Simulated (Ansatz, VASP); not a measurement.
# Two plane-wave programs on Sr3Ta2O

INCAR

```
  PREC = Accurate
  ENCUT = 520
  EDIFF = 1E-6
  ISMEAR = 0
  SIGMA = 0.1
  LREAL = F
  LASPH = T
  NELM = 150
  ALGO = Normal
  ISIF = 2
  LWAVE = F
  LCHARG = F
  ISPIN = 2
  MAGMOM = 0 0 0 1 1 0
  LORBIT = 11
  LMAXMIX = 4
  GGA = PE
  NBANDS = 42
```

The input KPOINTS:

```
Automatic mesh
0
Gamma
  3 3 4
```

File POSCAR:

```
Sr3Ta2O
1.0
    5.8230094900      0.0000000000      0.0000000000
   -2.9115047400      5.0428741400      0.0000000000
    0.0000000000      0.0000000000      5.5259330500
Sr Ta O
3 2 1
Direct
    0.5000000000      0.0000000000      0.0000000000
    0.0000000000      0.5000000000      0.0000000000
    0.5000000000      0.5000000000      0.0000000000
    0.0000000000      0.0000000000      0.7915370300
    0.0000000000      0.0000000000      0.2084629700
    0.0000000000      0.0000000000      0.5000000000
```

Input for Ansatz:

```yaml
crystal:
  lattice:
    - [5.82300949, 0.0, 0.0]
    - [-2.91150474, 5.04287414, 0.0]
    - [0.0, 0.0, 5.52593305]
  atoms:
    - { symbol: Sr, position: [0.5, 0.0, 0.0] }
    - { symbol: Sr, position: [0.0, 0.5, 0.0] }
    - { symbol: Sr, position: [0.5, 0.5, 0.0] }
    - { symbol: Ta, position: [0.0, 0.0, 0.79153703], spin: 1.0 }
    - { symbol: Ta, position: [0.0, 0.0, 0.20846297], spin: 1.0 }
    - { symbol: O, position: [0.0, 0.0, 0.5] }
basis:
  ecutwfc: 420
kpoints:
  mp_grid: { grid: [3, 3, 4] }
hamiltonian:
  xc: pbe
scf:
  occupations: { method: gaussian, width: 0.1 }
  lower_state_search: "off"
output:
  forces: true
  stress: true
  eigenvalues: true
  populations: true
magnetization:
  spin_polarized: true
```

Alike in both runs: task single point; functional PBE; k mesh 3 × 3 × 4; occupations gaussian, width 0.1 eV; collinear spin.

|  | VASP | Ansatz |
| --- | --- | --- |
| version | VASP 6.6.1 | Ansatz 0.2.0 |
| potentials or method | VASP PAW PBE potentials, release 64 (Sr_sv, Ta_pv, O), cutoff 520 eV | scalar-relativistic, plane waves, PAW |
| valence electrons in the cell | 58 | 62 |

Ansatz gave:

```
gap on the k mesh at the Fermi level (eV)                     : none
rms of the force components (eV/Å)                            : 4.235
net moment per atom (μB)                                      : 0.09
size of the moment on the site where the two differ most (μB) : 0.02
```

**Question.** Which values does VASP return?

**Answer.** gap on the k mesh at the Fermi level (eV): none; rms of the force components (eV/Å): 4.409; net moment per atom (μB): 0.10; size of the moment on the site where the two differ most (μB): 0.09.

Site moments also hang on the region over which each program counts them. Atom by atom the forces differ by 0.174 eV/Å (rms over components). A gap of «none» marks a metal or a gap that the smearing closes. VASP's potentials hold 58 valence electrons a cell and Ansatz's 62, so a difference there can come from the potentials and not from the codes.

The k mesh is coarse, so the values compare programs but aren't converged. Spin-orbit coupling is off throughout.
